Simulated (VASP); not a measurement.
Write the native input for VASP 6.6.1 that does the following.

```yaml
Task: single point
Functional: r2SCAN
Potentials_or_basis: VASP PAW PBE potentials, release 64 (Al, Ni)
Cutoff: 520 eV
k_mesh: 2 × 2 × 2
Occupations: gaussian, width 0.1 eV
Spin: no spin polarisation
Dipole_correction: no
Further_INCAR_settings: ALGO = Normal; EDIFF = 1e-06; NBANDS = 24
```

The system is AlNi3.

```
Al Ni
1.0
     0.00000    2.80262    2.80262
     2.80262    0.00000    2.80262
     2.80262    2.80262    0.00000
Al Ni
1 3
Cartesian
  2.8026 2.8026 2.8026
  1.4013 1.4013 1.4013
  0.0000 0.0000 0.0000
  4.2039 4.2039 4.2039
```

One way to write it, as run:

POSCAR

```
AlNi3
1.0
    0.0000000000      2.8026203965      2.8026203965
    2.8026203965      0.0000000000      2.8026203965
    2.8026203965      2.8026203965      0.0000000000
Al Ni
1 3
Direct
    0.5000000000      0.5000000000      0.5000000000
    0.2500000000      0.2500000000      0.2500000000
    0.0000000000      0.0000000000      0.0000000000
    0.7500000000      0.7500000000      0.7500000000
```

INCAR.step1

```
SYSTEM = AlNi3
ALGO = Normal ; EDIFF = 1E-4
ENCUT = 520 ; GGA = PE
ISMEAR = 0 ; LASPH = .TRUE.
LCHARG = .FALSE. ; LREAL = .FALSE.
LWAVE = .TRUE. ; NBANDS = 24
NELM = 60 ; PREC = Accurate
SIGMA = 0.1
```

INCAR.step2

```
SYSTEM = AlNi3
ALGO = Normal ; EDIFF = 1E-6
ENCUT = 520 ; ISIF = 2
ISMEAR = 0 ; ISTART = 1
LASPH = .TRUE. ; LCHARG = .FALSE.
LMIXTAU = .TRUE. ; LREAL = .FALSE.
LWAVE = .FALSE. ; METAGGA = R2SCAN
NBANDS = 24 ; NELM = 60
PREC = Accurate ; SIGMA = 0.1
```

KPOINTS

```
k-points
0
G
  2 2 2
  0 0 0
```

Potentials or basis: VASP PAW PBE potentials, release 64 (Al, Ni).

Run with:

```sh
$ cat potpaw_PBE.64/Al/POTCAR potpaw_PBE.64/Ni/POTCAR > POTCAR
$ cp INCAR.step1 INCAR
$ mpirun -np 1 vasp_std > vasp.out
$ cp INCAR.step2 INCAR
$ mpirun -np 1 vasp_std > vasp.out
```

It gave:

The pressure is 0.1 GPa.

Caveat: the k points lie up to 0.97 Å⁻¹ apart; the PAW data sets were made with another functional, which shifts forces and pressure a little.

It took 39 s on 1 thread of Intel(R) Xeon(R) Platinum 8259CL CPU @ 2.50GHz (Skylake/Cascade Lake) (shared host), peak memory 0.17 GiB.
